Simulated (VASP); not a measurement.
# C (P6_3/mmc) in VASP: further runs, part 2 of 2

VASP 6.6.1.

## 3. Relaxation of cell and atoms, PBEsol

This run uses another cell than the first one, of 8.87 Å³/atom.

The input, INCAR:

```
ALGO = Normal
EDIFF = 1E-6
EDIFFG = -0.005
ENCUT = 600
GGA = PS
IBRION = 2
ISIF = 3
ISMEAR = 0
LASPH = T
LCHARG = F
LREAL = F
LWAVE = F
NELM = 100
NSW = 70
PREC = Accurate
SIGMA = 0.1
```

The input, KPOINTS:

```
k-points
0
Gamma
  21 21 6
```

The input, POSCAR:

```
C
1.0
    2.4649634493      0.0000000000      0.0000000000
   -1.2324817246      2.1347209665      0.0000000000
    0.0000000000      0.0000000000      6.7405393636
C
4
Direct
    0.0000000000      0.0000000000      0.0025000117
    0.0000000000      0.0000000000      0.5025000117
    0.3333333333      0.6666666667      0.0024999883
    0.6666666667      0.3333333333      0.5024999883
```

Potentials or basis: VASP PAW PBE potentials, release 64 (C).

Started as:

```console
> cat potpaw_PBE.64/C/POTCAR > POTCAR
> mpirun -np 1 vasp_std > vasp.out
```

OUTCAR:

```text
EDIFF = 1E-6
   EDIFFG = -0.005
   ENCUT = 600
   GGA = PS
   IBRION = 2
   ISIF = 3
   ISMEAR = 0
   LASPH = T
   LREAL = F
   NELM = 100
   NSW = 70
   PREC = Accurate

 ion  position               nearest neighbor table
   1  0.000  0.000  0.003-   3 1.42   3 1.42   3 1.42
   2  0.000  0.000  0.503-   4 1.42   4 1.42   4 1.42
   3  0.333  0.667  0.002-   1 1.42   1 1.42   1 1.42
   4  0.667  0.333  0.502-   2 1.42   2 1.42   2 1.42

  LATTYP: Found a hexagonal cell.
 ALAT       =     2.4649634493
 C/A-ratio  =     2.7345392750

  Lattice vectors:

 A1 = (   2.4649634493,   0.0000000000,   0.0000000000)
 A2 = (  -1.2324817246,   2.1347209665,   0.0000000000)
 A3 = (   0.0000000000,   0.0000000000,   6.7405393636)

Analysis of symmetry for initial positions (statically):
=====================================================================
 Subroutine PRICEL returns:
 Original cell was already a primitive cell.

 Routine SETGRP: Setting up the symmetry group for a
 hexagonal supercell.

 Subroutine GETGRP returns: Found 24 space group operations
 (whereof  6 operations were pure point group operations)
 out of a pool of 24 trial point group operations.

The static configuration has the point symmetry C_3v.
 The point group associated with its full space group is D_6h.

Analysis of symmetry for dynamics (positions and initial velocities):
=====================================================================
 Subroutine PRICEL returns:
 Original cell was already a primitive cell.

 Routine SETGRP: Setting up the symmetry group for a
 hexagonal supercell.

 Subroutine GETGRP returns: Found 24 space group operations
 (whereof  6 operations were pure point group operations)
 out of a pool of 24 trial point group operations.

The dynamic configuration has the point symmetry C_3v.
 The point group associated with its full space group is D_6h.

 Subroutine INISYM returns: Found 24 space group operations
 (whereof  6 operations are pure point group operations),
 and found     1 'primitive' translations

[... 155 lines left out ...]
  -------------------------------------------------------------------------------------
  Total       -0.5885728     -0.5885728      0.2146887     -0.0000000      0.0000000      0.0000000
  in kB      -26.5867065    -26.5867065      9.6978050     -0.0000000      0.0000000      0.0000000
  external PRESSURE =     -14.4918694 kB  Pullay stress =       0.0000000 kB
[... 95 lines left out ...]
  FREE ENERGIE OF THE ION-ELECTRON SYSTEM (eV)
  ---------------------------------------------------
  free  energy   TOTEN  =       -38.5807416194 eV

  energy  without entropy=      -38.5801518567  energy(sigma->0) =      -38.58044674

[... ionic steps 4 to 16 ...]

--------------------------------------- Ionic step       17  -------------------------------------------

 number of electron      16.0000000 magnetization

------------------------ aborting loop because EDIFF is reached ----------------------------------------
[... 71 lines left out ...]
--------------------------------------- Ionic step       19  -------------------------------------------

 number of electron      16.0000000 magnetization

 Free energy of the ion-electron system (eV)
  ---------------------------------------------------
  ext. energy  EPLUGINS =         0.00000000
  ---------------------------------------------------
  free energy    TOTEN  =       -38.58549950 eV

  energy without entropy =      -38.58490433  energy(sigma->0) =      -38.58520192

 E-fermi :   4.1695     XC(G=0): -10.1757

 val. band max:        4.1669654671   @ k =   0.3333   0.3333   0.5000
 cond. band min:       4.1745617887   @ k =   0.3333   0.3333   0.3333
 fundamental gap:      0.0075963216
 Fermi energy:         4.1694997336

 k-point     1 :       0.0000    0.0000    0.0000
  band No.  band energies     occupation
      1     -15.4488      2.00000
      2     -15.2490      2.00000
      3      -4.2310      2.00000
      4      -2.7161      2.00000
      5       1.1857      2.00000
      6       1.1857      2.00000
      7       1.1960      2.00000
      8       1.1960      2.00000
      9       7.8185      0.00000
     10      12.5088      0.00000
     11      12.5088      0.00000
     12      12.5413      0.00000
[... 331 lines left out ...]
 k-point    24 :       0.1905    0.0952    0.0000
  band No.  band energies     occupation
      1     -13.9434      2.00000
      2     -13.7628      2.00000
      3      -2.9761      2.00000
      4      -2.9264      2.00000
      5      -2.4124      2.00000
      6      -1.3374      2.00000
      7      -1.3068      2.00000
      8      -1.0051      2.00000
      9       9.7033      0.00000
     10      11.3358      0.00000
     11      11.7041      0.00000
     12      13.0558      0.00000

 [... further k-points ...]

------------------------ aborting loop because EDIFF is reached ----------------------------------------

  FORCE on cell =-STRESS in cart. coord.  units (eV):
  Direction    XX          YY          ZZ          XY          YZ          ZX
  --------------------------------------------------------------------------------------
  -------------------------------------------------------------------------------------
  Total       -0.0018464     -0.0018464      0.0061361     -0.0000000      0.0000000      0.0000000
  in kB       -0.0796680     -0.0796680      0.2647615     -0.0000000      0.0000000      0.0000000
  external PRESSURE =       0.0351418 kB  Pullay stress =       0.0000000 kB
[... 19 lines left out ...]
  FREE ENERGIE OF THE ION-ELECTRON SYSTEM (eV)
  ---------------------------------------------------
  free  energy   TOTEN  =       -38.5854994986 eV

  energy  without entropy=      -38.5849043315  energy(sigma->0) =      -38.58520192

 reached required accuracy - stopping structural energy minimisation
```

CONTCAR:

```text
C
   1.00000000000000
     2.4599931660802690   -0.0000000000001186    0.0000000000000000
    -1.2299965829903381    2.1304165749677320   -0.0000000000000000
    -0.0000000000000000    0.0000000000000000    7.0851347119957575
  C
     4
Direct
     1.0000000000000000    1.0000000000000000    0.0025000117000005
     0.0000000000000000    0.0000000000000000    0.5025000117000005
     0.3333333332999970    0.6666666667000030    0.0024999883000021
     0.6666666667000030    0.3333333332999970    0.5024999883000021

  0.00000000E+00  0.00000000E+00  0.00000000E+00
  0.00000000E+00  0.00000000E+00  0.00000000E+00
  0.00000000E+00  0.00000000E+00  0.00000000E+00
  0.00000000E+00  0.00000000E+00  0.00000000E+00
```

Wall time 5.3 min (1 thread of AMD EPYC 9R45 (Zen 5), shared host); peak memory 0.18 GiB.

What came out:

```
Free energy                           : -38.5855 eV
Relaxed volume                        : 9.28 Å³/atom
Relaxed cell                          : a = 2.460 Å, b = 2.460 Å, c = 7.085 Å, α = 90.00°, β = 90.00°, γ = 120.00°
Space group after relaxing (to 0.1 Å) : P6_3/mmc (No. 194)
Energy gained by relaxing             : 1.5 meV/atom
Ionic steps                           : 19
Pressure after relaxing               : 0.0 GPa
Band gap on the k mesh                : zero (bands 8 and 9 overlap by 0.01 eV)
```

Step by step:
```tsv
step	energy change (eV)	largest force (eV/Å)	pressure (GPa)	volume (Å³)
1	0.0000	0.0000	-1.45	35.47
2	0.0051	0.0000	4.52	35.06
3	-0.0014	0.0000	0.40	35.34
4	-0.0019	0.0000	0.38	35.42
5	-0.0030	0.0000	0.28	35.65
6	-0.0047	0.0000	0.03	36.12
7	-0.0061	0.0000	-0.38	37.07
8	-0.0039	0.0000	2.32	37.04
9	-0.0062	0.0000	0.08	37.06
10	-0.0062	0.0000	0.10	37.06
11	-0.0062	0.0000	0.12	37.06
12	-0.0062	0.0000	0.09	37.06
13	-0.0061	0.0000	-0.36	37.11
14	-0.0062	0.0000	0.02	37.07
15	-0.0062	0.0000	-0.04	37.09
16	-0.0062	0.0000	-0.08	37.11
17	-0.0062	0.0000	-0.04	37.11
18	-0.0062	0.0000	-0.04	37.12
19	-0.0062	0.0000	0.00	37.13
```

Final structure:
```cif
data_structure
_symmetry_space_group_name_H-M 'P 1'
_symmetry_Int_Tables_number 1
_cell_length_a 2.4600
_cell_length_b 2.4600
_cell_length_c 7.0851
_cell_angle_alpha 90.000
_cell_angle_beta 90.000
_cell_angle_gamma 120.000
_cell_volume 37.13
loop_
_atom_site_label
_atom_site_type_symbol
_atom_site_fract_x
_atom_site_fract_y
_atom_site_fract_z
_atom_site_occupancy
C1 C 0.00000 0.00000 0.00250 1
C2 C 0.00000 0.00000 0.50250 1
C3 C 0.33333 0.66667 0.00250 1
C4 C 0.66667 0.33333 0.50250 1
```

Levels at points of the mesh, in eV from the Fermi level:
```csv
k point,band 4,band 5,band 6,band 7,band 8,band 9,band 10,band 11,band 12
"(0.00, 0.00, 0.00)",-6.89,-2.98,-2.98,-2.97,-2.97,3.65,8.34,8.34,8.37
"(0.00, 0.00, 0.50)",-7.71,-2.98,-2.98,-2.98,-2.98,5.91,5.91,8.36,8.36
```

Caveat: this functional lacks dispersion, which binds the layers, so the pressure and a relaxed spacing across them are unreliable; the PAW data sets were made with another functional, which shifts forces and pressure a little.
